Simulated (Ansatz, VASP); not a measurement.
Two plane-wave programs on Ru

The input INCAR:

```
  PREC = Accurate
  ENCUT = 600
  EDIFF = 1E-6
  ISMEAR = -5
  SIGMA = 0.1
  LREAL = False
  LASPH = True
  NELM = 120
  ALGO = Normal
  ISIF = 2
  LWAVE = False
  LCHARG = False
  GGA = PE
  NBANDS = 23
  GGA_COMPAT = False
```

The input KPOINTS:

```
regular mesh
0
Gamma
  3 3 2
```

The input POSCAR:

```
Ru
1.0
    2.7078263433      0.0000000000      0.0000000000
   -1.3539131716      2.3450464023      0.0000000000
    0.0000000000      0.0000000000      4.2681017800
Ru
2
Direct
    0.3333333333      0.6666666667      0.2500000000
    0.7093097461      0.4186194922      0.7500000000
```

Input for Ansatz:

```yaml
crystal:
  lattice:
    - [2.7078263433, 0.0, 0.0]
    - [-1.3539131716, 2.3450464023, 0.0]
    - [0.0, 0.0, 4.26810178]
  atoms:
    - { symbol: Ru, position: [0.3333333333, 0.6666666667, 0.25] }
    - { symbol: Ru, position: [0.7093097461, 0.4186194922, 0.75] }
basis:
  ecutwfc: 420
kpoints:
  mp_grid: { grid: [3, 3, 2] }
hamiltonian:
  xc: pbe
scf:
  occupations: { method: tetrahedron }
  max_iter: 300
output:
  forces: true
  stress: true
  eigenvalues: true
```

Alike in both runs: task single point; functional PBE; k mesh 3 × 3 × 2; occupations tetrahedron; no spin polarisation.

```csv
,VASP,Ansatz
version,VASP 6.6.1,Ansatz 0.2.0
potentials or method,"VASP PAW PBE potentials, release 64 (Ru_sv), cutoff 600 eV","scalar-relativistic, plane waves, PAW"
valence electrons in the cell,32,32
```

VASP gave:

```
gap on the k mesh at the Fermi level (eV)                     : none
pressure (GPa)                                                : 15.0
traceless stress, the component that is largest in VASP (GPa) : -28.24
rms of the force components (eV/Å)                            : 1.205
```

**Question.** Estimate Ansatz's values.

**Answer.** gap on the k mesh at the Fermi level (eV): none; pressure (GPa): 16.2; traceless stress, the component that is largest in VASP (GPa): -24.87; rms of the force components (eV/Å): 1.190.

Atom by atom the forces differ by 0.016 eV/Å (rms over components). A gap of «none» marks a metal or a gap that the smearing closes. With one functional, cell and mesh, what is left measures potentials, basis and numerics. Ansatz's warnings: band table not solved further, tetrahedron derivatives may miss energy slope.

The k mesh is coarse, so the values compare programs but aren't converged.
